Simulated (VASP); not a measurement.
Write the native input for VASP 6.6.1 that does the following.

* Task: relaxation of cell and atoms
* Functional: PBE
* Potentials or basis: VASP PAW PBE potentials, release 64 (Ba_sv, Te)
* Cutoff: 600 eV
* k mesh: 4 × 4 × 2
* Occupations: gaussian, width 0.1 eV
* Spin: no spin polarisation
* Dipole correction: no
* Further INCAR settings: ALGO = Normal; EDIFF = 1e-06; IBRION = 2; EDIFFG = -0.025; NSW = 80; ISIF = 3

The structure of BaTe lies in POSCAR:

```
BaTe
1.0
   -0.0321515250      0.0588089552      4.3904339423
    4.8135174640      0.0422614417     -0.0350515956
    0.0731989642      8.1517395705      0.1110478888
Ba Te
2 2
Direct
    0.5070823702     -0.0164206019      0.3266400827
    0.5140426240      0.5077248012      0.8437289407
   -0.0091854772      0.5031182983      0.5038225737
   -0.0119395171      0.0055775025      0.9924750696
```

The input as run:

INCAR

```
ALGO = Normal
EDIFF = 1E-6
EDIFFG = -0.025
ENCUT = 600
GGA = PE
IBRION = 2
ISIF = 3
ISMEAR = 0
LASPH = True
LCHARG = False
LREAL = False
LWAVE = False
NELM = 80
NSW = 80
PREC = Accurate
SIGMA = 0.1
```

KPOINTS

```
k-points
0
Gamma
  4 4 2
```

Potentials or basis: VASP PAW PBE potentials, release 64 (Ba_sv, Te).

The run is started by

```bash
$ cat potpaw_PBE.64/Ba_sv/POTCAR potpaw_PBE.64/Te/POTCAR > POTCAR
$ mpirun -np 1 vasp_std > vasp.out
```

Results of the run:

```
Relaxed volume                        : 44.72 Å³/atom
Relaxed cell                          : a = 4.433 Å, b = 4.834 Å, c = 8.348 Å, α = 89.99°, β = 89.95°, γ = 90.03°
Space group after relaxing (to 0.1 Å) : P-6m2 (No. 187)
Energy gained by relaxing             : 24.9 meV/atom
Ionic steps                           : 12
Pressure after relaxing               : 0.0 GPa
Largest force after relaxing          : 0.021 eV/Å
Band gap on the k mesh                : 1.49 eV
```

Caveat: spin-orbit coupling is left out, which moves the levels of the heavy elements.

It took 6.9 min on 1 thread of Intel(R) Xeon(R) Platinum 8488C (Sapphire Rapids), with other jobs on the host, peak memory 0.37 GiB.
